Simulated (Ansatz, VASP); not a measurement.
O in VASP and in Ansatz

```
CELL_PARAMETERS angstrom
8.02596 0.00000 0.00000
0.00000 8.02596 0.00000
0.00000 0.00000 8.02596
ATOMIC_POSITIONS crystal
O 0.57734 0.70634 0.84659
O 0.61331 0.69342 0.69950
O 0.98139 0.33876 0.55505
O 0.86857 0.32125 0.45454
O 0.00876 0.74642 0.75267
O 0.14312 0.76279 0.82224
O 0.67000 0.34694 0.98906
O 0.62533 0.38702 0.12841
O 0.30619 0.57518 0.25576
O 0.39297 0.58733 0.37982
O 0.04041 0.22320 0.06562
O 0.02598 0.18012 0.92035
O 0.39959 0.04054 0.99110
O 0.41870 0.07057 0.84345
O 0.93588 0.68123 0.29695
O 0.92775 0.65121 0.14794
O 0.64905 0.95389 0.37292
O 0.71670 0.00571 0.24737
O 0.23234 0.97136 0.46185
O 0.27930 0.10415 0.40512
```

Alike in both runs: functional PBE; dispersion D3(BJ); k mesh 1 × 1 × 1; occupations fermi-dirac, width 0.02 eV; collinear spin.

Ansatz relaxed the structure, and its values are those at the end. VASP's run is a single point on that final structure, the one shown.

|  | VASP | Ansatz |
| --- | --- | --- |
| version | VASP 6.6.1 | Ansatz 0.2.0 |
| potentials or method | VASP PAW PBE potentials, release 64 (O), cutoff 520 eV | scalar-relativistic, plane waves, PAW |
| valence electrons in the cell | 120 | 120 |

|  | VASP | Ansatz | Ansatz less VASP |
| --- | --- | --- | --- |
| rms of the force components (eV/Å) | 0.581 | 0.091 | -0.4896 |
| net moment per atom (μB) | 1.00 | 1.00 | 0.000 |
| size of the moment on the site where the two differ most (μB) | 0.81 | 0.56 | -0.253 |

Site moments also hang on the region over which each program counts them. One of these differences is far larger than is usual between the two programs; its cause wasn't traced.

Noted on VASP's run: the standard files for N, O and F lose accuracy on very short bonds.
